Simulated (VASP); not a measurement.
# Cu (Im-3m) in VASP: further runs, part 2 of 2

VASP 6.6.1. Earlier steps stand in the parts before.

### Step 5. Single point, r2SCAN

This run uses another cell than the first one, of 11.48 Å³/atom, 1.136 times its volume.

The input, POSCAR:

```
Cu
1.0
   -1.4209339427      1.4209339427      1.4209339427
    1.4209339427     -1.4209339427      1.4209339427
    1.4209339427      1.4209339427     -1.4209339427
Cu
1
Direct
    0.0000000000      0.0000000000      0.0000000000
```

The input, INCAR.step1:

```
PREC = Accurate
ENCUT = 520
ISMEAR = -1
SIGMA = 0.1
LREAL = F
LASPH = T
NELM = 100
NBANDS = 12
GGA = PE
ALGO = Normal
EDIFF = 1E-4
LWAVE = T
LCHARG = F
```

The input, INCAR.step2:

```
PREC = Accurate
ENCUT = 520
EDIFF = 1E-6
ISMEAR = -1
SIGMA = 0.1
LREAL = F
LASPH = T
NELM = 100
ALGO = Normal
ISIF = 2
LWAVE = F
LCHARG = T
METAGGA = R2SCAN
LMIXTAU = T
LELF = T
LVHAR = T
NBANDS = 12
ISTART = 1
```

The input, KPOINTS:

```
regular mesh
0
Gamma
  17 17 17
```

Potentials or basis: VASP PAW PBE potentials, release 64 (Cu).

Started as:

```console
> cat potpaw_PBE.64/Cu/POTCAR > POTCAR
> cp INCAR.step1 INCAR
> mpirun -np 1 vasp_std > vasp.out
> cp INCAR.step2 INCAR
> mpirun -np 1 vasp_std > vasp.out
```

OUTCAR:

```text
PREC = Accurate
   ENCUT = 520
   EDIFF = 1E-6
   ISMEAR = -1
   LREAL = F
   LASPH = T
   NELM = 100
   ISIF = 2
   METAGGA = R2SCAN
   ISTART = 1

 ion  position               nearest neighbor table
   1  0.000  0.000  0.000-

  LATTYP: Found a body centered cubic cell.
 ALAT       =     2.8418678854

  Lattice vectors:

 A1 = (  -1.4209339427,   1.4209339427,   1.4209339427)
 A2 = (   1.4209339427,  -1.4209339427,   1.4209339427)
[... 537 lines left out ...]
     11      36.5172      0.00000
     12      40.3442      0.00000

 [... further k-points ...]

------------------------ aborting loop because EDIFF is reached ----------------------------------------

  FORCE on cell =-STRESS in cart. coord.  units (eV):
  Direction    XX          YY          ZZ          XY          YZ          ZX
  --------------------------------------------------------------------------------------
  -------------------------------------------------------------------------------------
  Total        0.0414089      0.0414089      0.0414089     -0.0000000     -0.0000000     -0.0000000
  in kB        5.7812550      5.7812550      5.7812550     -0.0000000     -0.0000000     -0.0000000
  external PRESSURE =       5.7812550 kB  Pullay stress =       0.0000000 kB

 VOLUME and BASIS-vectors are now :
 -----------------------------------------------------------------------------
  energy-cutoff  :      520.00
  volume of cell :       11.48
      direct lattice vectors                 reciprocal lattice vectors
    -1.420933943  1.420933943  1.420933943     0.000000000  0.351881242  0.351881242
     1.420933943 -1.420933943  1.420933943     0.351881242  0.000000000  0.351881242
     1.420933943  1.420933943 -1.420933943     0.351881242  0.351881242  0.000000000

 POSITION                                       TOTAL-FORCE (eV/Angst)
 -----------------------------------------------------------------------------------
      0.00000      0.00000      0.00000        -0.000000      0.000000     -0.000000
 -----------------------------------------------------------------------------------
    total drift:                                0.000000      0.000000      0.000000

  FREE ENERGIE OF THE ION-ELECTRON SYSTEM (eV)
  ---------------------------------------------------
  free  energy   TOTEN  =       -10.7981786833 eV

  energy  without entropy=      -10.7900403971  energy(sigma->0) =      -10.79410954
```

OSZICAR.step1:

```text
N       E                     dE             d eps       ncg     rms          rms(c)
DAV:   1     0.411377663277E+02    0.41138E+02   -0.53596E+03  4548   0.155E+03
DAV:   2    -0.332569337833E+01   -0.44463E+02   -0.41053E+02  4040   0.205E+02
DAV:   3    -0.458543217241E+01   -0.12597E+01   -0.12540E+01  4676   0.388E+01
DAV:   4    -0.459266643904E+01   -0.72343E-02   -0.72333E-02  4440   0.262E+00
DAV:   5    -0.459273357867E+01   -0.67140E-04   -0.67140E-04  4628   0.257E-01    0.763E+00
DAV:   6    -0.403164341566E+01    0.56109E+00   -0.13477E+01  4584   0.706E+01    0.368E+00
DAV:   7    -0.370061874157E+01    0.33102E+00   -0.20900E+00  4656   0.276E+01    0.641E-01
DAV:   8    -0.368754018875E+01    0.13079E-01   -0.52482E-03  5108   0.734E-01    0.237E-01
DAV:   9    -0.368652967175E+01    0.10105E-02   -0.60801E-03  4708   0.136E+00    0.298E-02
DAV:  10    -0.368653181190E+01   -0.21402E-05   -0.26946E-05  2656   0.961E-02
   1 F= -.36865318E+01 E0= -.36822150E+01  d E =-.863372E-02
```

It took 42 s on 1 thread of Intel Xeon Platinum 8488C (Sapphire Rapids), shared host; peak memory 0.14 GiB.

What came out:

* Free energy: -10.7982 eV
* Pressure: 0.6 GPa

Caveat: the PAW data sets were made with another functional, which shifts forces and pressure a little.

### Step 6. Single point, r2SCAN (volume scaled by 1.04)

The input, POSCAR:

```
Cu
1.0
   -1.4396325862      1.4396325862      1.4396325862
    1.4396325862     -1.4396325862      1.4396325862
    1.4396325862      1.4396325862     -1.4396325862
Cu
1
Direct
    0.0000000000      0.0000000000      0.0000000000
```

INCAR.step1 is that of step 5.

INCAR.step2: that of step 5 with these lines changed.

```diff
@@ -11,7 +11,5 @@
 LWAVE = F
-LCHARG = T
+LCHARG = F
 METAGGA = R2SCAN
 LMIXTAU = T
-LELF = T
-LVHAR = T
 NBANDS = 12
```

The input, KPOINTS:

```
Automatic mesh
0
Gamma
  17 17 17
```

Potentials or basis: VASP PAW PBE potentials, release 64 (Cu).

Started as:

```console
> cat potpaw_PBE.64/Cu/POTCAR > POTCAR
> cp INCAR.step1 INCAR
> mpirun -np 1 vasp_std > vasp.out
> cp INCAR.step2 INCAR
> mpirun -np 1 vasp_std > vasp.out
```

OUTCAR:

```text
PREC = Accurate
   ENCUT = 520
   EDIFF = 1E-6
   ISMEAR = -1
   LREAL = F
   LASPH = T
   NELM = 100
   ISIF = 2
   METAGGA = R2SCAN
   ISTART = 1

 ion  position               nearest neighbor table
   1  0.000  0.000  0.000-

  LATTYP: Found a body centered cubic cell.
 ALAT       =     2.8792651724

  Lattice vectors:

 A1 = (  -1.4396325862,   1.4396325862,   1.4396325862)
 A2 = (   1.4396325862,  -1.4396325862,   1.4396325862)
 A3 = (   1.4396325862,   1.4396325862,  -1.4396325862)

Analysis of symmetry for initial positions (statically):
=====================================================================
 Subroutine PRICEL returns:
 Original cell was already a primitive cell.

 Routine SETGRP: Setting up the symmetry group for a
 body centered cubic supercell.

 Subroutine GETGRP returns: Found 48 space group operations
 (whereof 48 operations were pure point group operations)
 out of a pool of 48 trial point group operations.

The static configuration has the point symmetry O_h .

Analysis of symmetry for dynamics (positions and initial velocities):
=====================================================================
 Subroutine PRICEL returns:
 Original cell was already a primitive cell.

 Routine SETGRP: Setting up the symmetry group for a
 body centered cubic supercell.

 Subroutine GETGRP returns: Found 48 space group operations
 (whereof 48 operations were pure point group operations)
 out of a pool of 48 trial point group operations.

The dynamic configuration has the point symmetry O_h .

 Subroutine INISYM returns: Found 48 space group operations
 (whereof 48 operations are pure point group operations),
 and found     1 'primitive' translations

----------------------------------------------------------------------------------------

                                     Primitive cell

  volume of cell :      11.9348

  direct lattice vectors                    reciprocal lattice vectors
    -1.439632586  1.439632586  1.439632586     0.000000000  0.347310838  0.347310838
     1.439632586 -1.439632586  1.439632586     0.347310838  0.000000000  0.347310838
     1.439632586  1.439632586 -1.439632586     0.347310838  0.347310838  0.000000000

  length of vectors
     2.493516784  2.493516784  2.493516784     0.491171698  0.491171698  0.491171698

  position of ions in fractional coordinates (direct lattice)
     0.000000000  0.000000000  0.000000000

  ion indices of the primitive-cell ions
   primitive index   ion index
                 1           1

----------------------------------------------------------------------------------------

 KPOINTS: Automatic mesh

Automatic generation of k-mesh.
 Grid dimensions read from file:
 generate k-points for:   17   17   17

 Generating k-lattice:

  Cartesian coordinates                     Fractional coordinates (reciprocal lattice)
     0.000000000  0.020430049  0.020430049     0.058823529  0.000000000  0.000000000
     0.020430049  0.000000000  0.020430049     0.000000000  0.058823529  0.000000000
     0.020430049  0.020430049  0.000000000     0.000000000  0.000000000  0.058823529

  Length of vectors
     0.028892453  0.028892453  0.028892453

  Shift w.r.t. Gamma in fractional coordinates (k-lattice)
     0.000000000  0.000000000  0.000000000

 Subroutine IBZKPT returns following result:
 ===========================================

 Found    165 irreducible k-points:

 Following reciprocal coordinates:
            Coordinates               Weight
  0.000000  0.000000  0.000000      1.000000
  0.058824  0.000000  0.000000     12.000000
  0.117647  0.000000  0.000000     12.000000
  0.176471  0.000000  0.000000     12.000000
  0.235294  0.000000  0.000000     12.000000
  0.294118  0.000000  0.000000     12.000000
[... 16 lines left out ...]
  0.411765  0.117647 -0.000000     48.000000
  0.176471  0.176471  0.000000     24.000000
 [... further k-points ...]
   k-points           NKPTS =    165   k-points in BZ     NKDIM =    165   number of bands    NBANDS=     12
   number of dos      NEDOS =    301   number of ions     NIONS =      1
   total plane-waves  NPLWV =   8000
   dimension x,y,z NGX =    20 NGY =   20 NGZ =   20
   dimension x,y,z NGXF=    40 NGYF=   40 NGZF=   40
   ions per type =               1
   NGX,Y,Z   is equivalent  to a cutoff of  13.33, 13.33, 13.33 a.u.
   NGXF,Y,Z  is equivalent  to a cutoff of  26.67, 26.67, 26.67 a.u.
 SYSTEM =  unknown system
   PREC   = accura    normal or accurate (medium, high low for compatibility)
   ISTART =      1    job   : 0-new  1-cont  2-samecut
   ICHARG =      0    charge: 1-file 2-atom 10-const
   ISPIN  =      1    spin polarized calculation?
   LNONCOLLINEAR =      F non collinear calculations
   LSORBIT =      F    spin-orbit coupling
   LASPH  =      T    aspherical Exc in radial PAW
   ENCUT  =  520.0 eV  38.22 Ry    6.18 a.u.   4.64  4.64  4.64*2*pi/ulx,y,z
   NELM   =    100;   NELMIN=  2; NELMDL=  0     # of ELM steps
   EDIFF  = 0.1E-05   stopping-criterion for ELM
   LREAL  =      F    real-space projection
   EDIFFG = 0.1E-04   stopping-criterion for IOM
   NSW    =      0    number of steps for IOM
   IBRION =     -1    ionic relax: 0-MD 1-quasi-New 2-CG
   NFREE  =      0    steps in history (QN), initial steepest desc. (CG)
   ISIF   =      2    stress and relaxation
   ISYM   =      2    0-nonsym 1-usesym 2-fastsym
   POTIM  = 0.5000    time-step for ionic-motion
   TEBEG  =    0.0;   TEEND  =   0.0 temperature during run
   PSTRESS=    0.0 pullay stress
   NELECT =      11.0000    total number of electrons
   NUPDOWN=      -1.0000    fix difference up-down
   EMIN   =  10.00;   EMAX   =-10.00  energy-range for DOS
   EFERMI =   0.00;   METHOD = LEGACY
   ISMEAR =    -1;   SIGMA  =   0.10  broadening in eV -4-tet -1-fermi 0-gaus
   EFERMI_NEDOS =   21; number of points for ismear=-14 and -15
   IALGO  =     38    algorithm
   IMIX   =      4    mixing-type and parameters
     AMIX     =   0.40;   BMIX     =  1.00
     AMIX_MAG =   1.60;   BMIX_MAG =  1.00
  volume/ion in A,a.u.               =      11.93        80.54
  Fermi-wavevector in a.u.,A,eV,Ry     =   1.593189  3.010691 34.535019  2.538252
  Thomas-Fermi vector in A             =   2.691458
   LORBIT       =      0    0 simple, 1 ext, 2 COOP (PROOUT), +10 PAW based schemes
   METAGGA = R2SCAN    functional components
   LHFCALC =     F    Hartree Fock is set to
   AEXX    =    0.0000 exact exchange contribution
   IVDW    =     0    specifies the selected vdW correction
   LEPSILON=     F    determine dielectric tensor
   LRPA    =     F    only Hartree local field effects (RPA)
 non-spin polarized calculation
  energy-cutoff  :      520.00
  volume of cell :       11.93
 maximum number of plane-waves:       333
   NGX =  9   NGY =  9   NGZ =  9

 number of electron      11.0000000 magnetization

 Free energy of the ion-electron system (eV)
  ---------------------------------------------------
  ext. energy  EPLUGINS =         0.00000000
  ---------------------------------------------------
  free energy    TOTEN  =       -10.79255100 eV

  energy without entropy =      -10.78400504  energy(sigma->0) =      -10.78827802

 E-fermi :   7.2436     XC(G=0): -13.6777

 val. band max:        7.1292253459   @ k =   0.4706   0.0588   0.0000
 cond. band min:       7.2453693541   @ k =  -0.3529   0.4706   0.0588
 fundamental gap:      0.1161440082
 Fermi energy:         7.2435787566

 k-point     1 :       0.0000    0.0000    0.0000
  band No.  band energies     occupation
      1      -2.3114      2.00000
      2       4.0915      2.00000
      3       4.0917      2.00000
      4       4.0917      2.00000
      5       5.0854      2.00000
      6       5.0854      2.00000
      7      33.2080      0.00000
      8      33.2082      0.00000
      9      33.2082      0.00000
     10      36.8416      0.00000
     11      36.8417      0.00000
     12      36.8417      0.00000
[... 331 lines left out ...]
 k-point    24 :       0.1765    0.1765    0.0000
  band No.  band energies     occupation
      1       0.9907      2.00000
      2       3.6973      2.00000
      3       3.7466      2.00000
      4       4.8706      2.00000
      5       5.1885      2.00000
      6       5.5005      2.00000
      7      21.0000      0.00000
      8      21.5423      0.00000
      9      27.2537      0.00000
     10      32.7833      0.00000
     11      35.3250      0.00000
     12      39.1019      0.00000

 [... further k-points ...]

------------------------ aborting loop because EDIFF is reached ----------------------------------------

  FORCE on cell =-STRESS in cart. coord.  units (eV):
  Direction    XX          YY          ZZ          XY          YZ          ZX
  --------------------------------------------------------------------------------------
  -------------------------------------------------------------------------------------
  Total       -0.3791324     -0.3791324     -0.3791324      0.0000000     -0.0000000     -0.0000000
  in kB      -50.8963358    -50.8963358    -50.8963358      0.0000000     -0.0000000     -0.0000000
  external PRESSURE =     -50.8963358 kB  Pullay stress =       0.0000000 kB

 VOLUME and BASIS-vectors are now :
 -----------------------------------------------------------------------------
  energy-cutoff  :      520.00
  volume of cell :       11.93
      direct lattice vectors                 reciprocal lattice vectors
    -1.439632586  1.439632586  1.439632586     0.000000000  0.347310838  0.347310838
     1.439632586 -1.439632586  1.439632586     0.347310838  0.000000000  0.347310838
     1.439632586  1.439632586 -1.439632586     0.347310838  0.347310838  0.000000000

 POSITION                                       TOTAL-FORCE (eV/Angst)
 -----------------------------------------------------------------------------------
      0.00000      0.00000      0.00000        -0.000000      0.000000      0.000000
 -----------------------------------------------------------------------------------
    total drift:                                0.000000     -0.000000      0.000000

  FREE ENERGIE OF THE ION-ELECTRON SYSTEM (eV)
  ---------------------------------------------------
  free  energy   TOTEN  =       -10.7925509969 eV

  energy  without entropy=      -10.7840050431  energy(sigma->0) =      -10.78827802
```

OSZICAR.step1:

```text
N       E                     dE             d eps       ncg     rms          rms(c)
DAV:   1     0.429491673634E+02    0.42949E+02   -0.53557E+03  4408   0.152E+03
DAV:   2    -0.325356511614E+01   -0.46203E+02   -0.42706E+02  4068   0.202E+02
DAV:   3    -0.458218140283E+01   -0.13286E+01   -0.13214E+01  4684   0.398E+01
DAV:   4    -0.459027281082E+01   -0.80914E-02   -0.80903E-02  4456   0.277E+00
DAV:   5    -0.459035017200E+01   -0.77361E-04   -0.77360E-04  4652   0.273E-01    0.758E+00
DAV:   6    -0.407502257452E+01    0.51533E+00   -0.14035E+01  4592   0.712E+01    0.392E+00
DAV:   7    -0.371201830685E+01    0.36300E+00   -0.22563E+00  4640   0.285E+01    0.596E-01
DAV:   8    -0.370061532455E+01    0.11403E-01   -0.44402E-03  4708   0.802E-01    0.267E-01
DAV:   9    -0.369934642701E+01    0.12689E-02   -0.79236E-03  4840   0.154E+00    0.323E-02
DAV:  10    -0.369934556832E+01    0.85869E-06   -0.36677E-05  2440   0.113E-01
   1 F= -.36993456E+01 E0= -.36948284E+01  d E =-.903439E-02
```

Wall time 55 s (1 thread of Intel Xeon Platinum 8488C (Sapphire Rapids), shared host); peak memory 0.14 GiB.

Results:

```yaml
Free_energy: -10.7926 eV
Pressure: -5.1 GPa
```

Caveat: the cell differs from its parent crystal (volume scaled by 1.04); the PAW data sets were made with another functional, which shifts forces and pressure a little.

### Step 7. Overview

```csv
cell,gap on the mesh (eV),pressure (GPa)
"a = 2.358 Å, angles 109.5°, 1 atom",none,29.2
"a = 2.394 Å, angles 109.5°, 1 atom",none,17.2
"a = 2.428 Å, angles 109.5°, 1 atom",none,7.8
"a = 2.461 Å, angles 109.5°, 1 atom",none,0.6
"a = 2.494 Å, angles 109.5°, 1 atom",none,-5.1
```

Alike in all rows: task single point; level r2SCAN; potentials or basis VASP PAW PBE potentials, release 64 (Cu); no spin polarisation; k mesh 17 × 17 × 17; cutoff (eV) 520; smearing fermi-dirac 0.1 eV.

Caveats: the PAW data sets were made with another functional, which shifts forces and pressure a little.

Absolute energies hang on the potentials; compare differences alone.
